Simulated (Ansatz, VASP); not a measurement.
Two plane-wave programs on Cu

File INCAR:

```
ALGO = Fast
EDIFF = 1E-6
ENCUT = 520
GGA = PS
ISIF = 2
ISMEAR = 0
LASPH = T
LCHARG = F
LREAL = F
LWAVE = F
NBANDS = 12
NELM = 100
PREC = Accurate
SIGMA = 0.15
```

File KPOINTS:

```
k-points
0
Gamma
  22 22 22
```

File POSCAR:

```
Cu
1.0
    0.0000000000      1.7397187500      1.8075000000
    1.8752812500      0.0000000000      1.8075000000
    1.8752812500      1.7397187500      0.0000000000
Cu
1
Direct
    0.0000000000      0.0000000000      0.0000000000
```

Input for Ansatz:

```yaml
crystal:
  lattice:
    - [0.0, 1.73971875, 1.8075]
    - [1.87528125, 0.0, 1.8075]
    - [1.87528125, 1.73971875, 0.0]
  atoms:
    - { symbol: Cu, position: [0.0, 0.0, 0.0] }
basis:
  ecutwfc: 420
kpoints:
  mp_grid: { grid: [22, 22, 22] }
hamiltonian:
  xc: pbesol
scf:
  occupations: { method: gaussian, width: 0.15 }
output:
  forces: true
  stress: true
  eigenvalues: true
```

Change from the starting cell: strain +0.0375 x Voigt [1, -1, 0, 0, 0, 0], atoms carried along.

Alike in both runs: task single point; functional PBEsol; k mesh 22 × 22 × 22; occupations gaussian, width 0.15 eV; no spin polarisation.

|  | VASP | Ansatz |
| --- | --- | --- |
| version | VASP 6.6.1 | Ansatz 0.2.0 |
| potentials or method | VASP PAW PBE potentials, release 64 (Cu), cutoff 520 eV | scalar-relativistic, plane waves, PAW |
| valence electrons in the cell | 11 | 19 |

```tsv
	VASP	Ansatz	Ansatz less VASP
gap on the k mesh at the Fermi level (eV)	none	none	-
pressure (GPa)	-5.5	-6.2	-0.63
traceless stress, the component that is largest in VASP (GPa)	-2.46	-2.47	-0.013
```

VASP's potentials were made for PBE, not for PBEsol. A gap of «none» marks a metal or a gap that the smearing closes. VASP's potentials hold 11 valence electrons a cell and Ansatz's 19, so a difference there can come from the potentials and not from the codes.
